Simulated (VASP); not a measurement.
# Bi2Te3 (R3m) in VASP: notebook, part 2 of 2

VASP 6.6.1.

**4. Electric field gradients, LDA (zz strain of -3 %)**

INCAR reads:

```
SYSTEM = Bi2Te3
PREC = Accurate ; ENCUT = 520
EDIFF = 1E-8 ; ISMEAR = -1
SIGMA = 0.08 ; LREAL = .FALSE.
LASPH = .TRUE. ; NELM = 60
ALGO = Normal ; ISIF = 2
LWAVE = .FALSE. ; LCHARG = .FALSE.
LEFG = .TRUE. ; NBANDS = 32
```

KPOINTS reads:

```
regular mesh
0
G
  8 8 8
  0 0 0
```

POSCAR reads:

```
Bi2Te3
1.0
    2.2085012539      1.2750787934      9.6482699000
   -2.2085012539      1.2750787934      9.6482699000
    0.0000000000     -2.5501575869      9.6482699000
Bi Te
2 3
Direct
    0.8120000000      0.8120000000      0.8120000000
    0.4020000000      0.4020000000      0.4020000000
    0.6110000000      0.6110000000      0.6110000000
    0.2000000000      0.2000000000      0.2000000000
    0.0000000000      0.0000000000      0.0000000000
```

Potentials or basis: VASP PAW LDA potentials, release 64 (Bi_d, Te).

On the command line:

```console
> cat potpaw_LDA.64/Bi_d/POTCAR potpaw_LDA.64/Te/POTCAR > POTCAR
> mpirun -np 1 vasp_std > vasp.out
```

OUTCAR:

```text
SYSTEM = Bi2Te3
   PREC = Accurate
   ENCUT = 520
   EDIFF = 1E-8
   ISMEAR = -1
   LREAL = .FALSE.
   LASPH = .TRUE.
   NELM = 60
   ISIF = 2

 ion  position               nearest neighbor table
   1  0.812  0.812  0.812-   4 3.00   4 3.00   4 3.00   2 3.38   2 3.38   2 3.38
   2  0.402  0.402  0.402-   5 3.23   5 3.23   5 3.23   1 3.38   1 3.38   1 3.38
   3  0.611  0.611  0.611-   5 3.02   5 3.02   5 3.02   4 3.40   4 3.40   4 3.40
   4  0.200  0.200  0.200-   1 3.00   1 3.00   1 3.00   3 3.40   3 3.40   3 3.40
   5  0.000  0.000  0.000-   3 3.02   3 3.02   3 3.02   2 3.23   2 3.23   2 3.23

  LATTYP: Found a trigonal (rhomboedric) cell.
 ALAT       =     9.9795999810
 COS(alpha) =     0.9020512205

  Lattice vectors:

 A1 = (   2.2085012539,   1.2750787934,   9.6482699000)
 A2 = (  -2.2085012539,   1.2750787934,   9.6482699000)
 A3 = (   0.0000000000,  -2.5501575869,   9.6482699000)

Analysis of symmetry for initial positions (statically):
=====================================================================
 Subroutine PRICEL returns:
 Original cell was already a primitive cell.

 Routine SETGRP: Setting up the symmetry group for a
[... 1048 lines left out ...]
      0.00000      0.00000      0.00000         0.000000     -0.000000      1.191031
 -----------------------------------------------------------------------------------
    total drift:                               -0.000000     -0.000000     -0.000226

  FREE ENERGIE OF THE ION-ELECTRON SYSTEM (eV)
  ---------------------------------------------------
  free  energy   TOTEN  =       -20.3069983165 eV

  energy  without entropy=      -20.2697433205  energy(sigma->0) =      -20.28837082

 Electric field gradients (V/A^2)
---------------------------------------------------------------------
 ion       V_xx      V_yy      V_zz      V_xy      V_xz      V_yz
---------------------------------------------------------------------
   1      34.146    34.146   -68.292    -0.000     0.000     0.000
   2      10.787    10.787   -21.575     0.000    -0.000     0.000
   3       8.466     8.466   -16.932    -0.000    -0.000     0.000
   4       2.762     2.762    -5.525    -0.000    -0.000     0.000
   5       2.380     2.380    -4.760     0.000    -0.000     0.000
---------------------------------------------------------------------

 Electric field gradients after diagonalization (V/A^2)
 (convention: |V_zz| > |V_xx| > |V_yy|)
----------------------------------------------------------------------
 ion       V_xx      V_yy      V_zz     asymmetry (V_yy - V_xx)/ V_zz
----------------------------------------------------------------------
   1      34.146    34.146   -68.292       0.000
   2      10.787    10.787   -21.575       0.000
   3       8.466     8.466   -16.932       0.000
   4       2.762     2.762    -5.525       0.000
   5       2.380     2.380    -4.760       0.000
----------------------------------------------------------------------

           NMR quadrupolar parameters

 Cq : quadrupolar parameter    Cq=e*Q*V_zz/h
 eta: asymmetry parameters     (V_yy - V_xx)/ V_zz
 Q  : nuclear electric quadrupole moment in mb (millibarn)
----------------------------------------------------------------------
 ion       Cq(MHz)       eta       Q (mb)
----------------------------------------------------------------------
   1      -0.165       0.000       1.000
   2      -0.052       0.000       1.000
   3      -0.041       0.000       1.000
   4      -0.013       0.000       1.000
   5      -0.012       0.000       1.000
----------------------------------------------------------------------
```

OSZICAR:

```text
N       E                     dE             d eps       ncg     rms          rms(c)
DAV:   1     0.436770062227E+03    0.43677E+03   -0.21706E+04  4160   0.147E+03
DAV:   2     0.264558708184E+02   -0.41031E+03   -0.39438E+03  4344   0.381E+02
DAV:   3    -0.183200762957E+02   -0.44776E+02   -0.42887E+02  5280   0.138E+02
DAV:   4    -0.202864854986E+02   -0.19664E+01   -0.19562E+01  4696   0.314E+01
DAV:   5    -0.203807895857E+02   -0.94304E-01   -0.94290E-01  6136   0.676E+00    0.136E+01
DAV:   6    -0.203132773621E+02    0.67512E-01   -0.77017E-02  5032   0.546E+00    0.860E+00
DAV:   7    -0.203095256629E+02    0.37517E-02   -0.75670E-02  5048   0.188E+00    0.707E-01
DAV:   8    -0.203072797656E+02    0.22459E-02   -0.70705E-03  4776   0.721E-01    0.497E-01
DAV:   9    -0.203070970376E+02    0.18273E-03   -0.19429E-03  4752   0.311E-01    0.293E-01
DAV:  10    -0.203069962807E+02    0.10076E-03   -0.48309E-04  5216   0.198E-01    0.698E-02
DAV:  11    -0.203069994933E+02   -0.32126E-05   -0.65484E-05  4984   0.395E-02    0.246E-02
DAV:  12    -0.203069991200E+02    0.37324E-06   -0.35696E-06  6152   0.123E-02    0.207E-02
DAV:  13    -0.203069983344E+02    0.78565E-06   -0.31993E-06  4936   0.143E-02    0.739E-03
DAV:  14    -0.203069983226E+02    0.11807E-07   -0.37217E-07  5128   0.340E-03    0.197E-03
DAV:  15    -0.203069983165E+02    0.60800E-08   -0.84055E-08  4912   0.177E-03
   1 F= -.20306998E+02 E0= -.20288371E+02  d E =-.372550E-01
```

stdout:

```text
POSCAR found type information on POSCAR BiTe
 POSCAR found :  2 types and       5 ions
 scaLAPACK will be used
 LDA part: xc-table for (Slater(with rela. corr.)+CA(PZ))
 , standard interpolation
 POSCAR, INCAR and KPOINTS ok, starting setup
 FFT: planning ... GRIDC
 FFT: planning ... GRID_SOFT
 FFT: planning ... GRID
 WAVECAR not read
 entering main loop
ion   1

ion   2

ion   3

ion   4

ion   5
```

It took 51 min on 1 thread of Oxide Virtual Turin-like, shared host; peak memory 0.8 GiB.

Results:

```
Free energy                             : -20.3070 eV
Pressure                                : -0.2 GPa
Largest force                           : 1.191 eV/Å
Band gap on the k mesh                  : zero (bands 24 and 25 overlap by 0.21 eV)
Largest electric field gradient by atom : Bi -68.3, -21.6; Te -16.9, -5.5, -4.8 V/Å²
```

Forces in eV/Å, atoms in the order of the input:
```
Bi   0.000  0.000 -0.924
Bi   0.000  0.000 -0.348
Te   0.000  0.000 -0.794
Te   0.000  0.000  0.875
Te   0.000  0.000  1.191
```

Stress tensor (GPa, compression positive):
```
-0.10  0.00  0.00
 0.00 -0.10  0.00
 0.00  0.00 -0.54
```

Levels at points of the mesh, in eV from the Fermi level:
```csv
k point,band 22,band 23,band 24,band 25,band 26,band 27
"(0.00, 0.00, 0.00)",-0.59,-0.59,-0.58,-0.16,0.14,0.14
"(0.50, 0.00, 0.00)",-2.21,-0.35,-0.26,-0.16,0.42,2.64
"(0.50, 0.50, 0.00)",-1.92,-1.22,-0.34,0.50,1.10,1.84
"(0.50, 0.50, 0.50)",-0.93,-0.87,-0.87,0.34,0.82,0.82
```

Electric field gradients, principal values (V/Å²):
```csv
atom,least,middle,greatest (by size)
1 Bi,34.146,34.146,-68.292
2 Bi,10.787,10.787,-21.575
3 Te,8.466,8.466,-16.932
4 Te,2.762,2.762,-5.525
5 Te,2.380,2.380,-4.760
```

Caveat: the cell differs from its parent crystal (zz strain of -3 %); without QUAD_EFG the Cq values of the log hold for a quadrupole moment of 1 mb, not for the nuclei; spin-orbit coupling is left out, which moves the levels of the heavy elements; forces of over 1 eV/Å act on the atoms, so gaps and moduli don't describe the material at rest.

**5. The runs side by side**

```tsv
cell	gap on the mesh (eV)	pressure (GPa)	largest force (eV/Å)
a = 10.059 Å, angles 24.8°, 5 atoms	none	1.6	1.37
a = 10.404 Å, angles 24.8°, 5 atoms	none	-3.5	1.04
a = 9.980 Å, angles 25.6°, 5 atoms	none	-0.2	1.19
```

Alike in all rows: task electric field gradients; level LDA; potentials or basis VASP PAW LDA potentials, release 64 (Bi_d, Te); no spin polarisation; k mesh 8 × 8 × 8; cutoff (eV) 520; smearing fermi-dirac 0.08 eV.

Caveats: spin-orbit coupling is left out, which moves the levels of the heavy elements; forces of over 1 eV/Å act on the atoms, so gaps and moduli don't describe the material at rest; the cell stands under tension (at least some runs).

Total energies depend on the potentials used, so only differences within one code and one set of settings carry meaning.
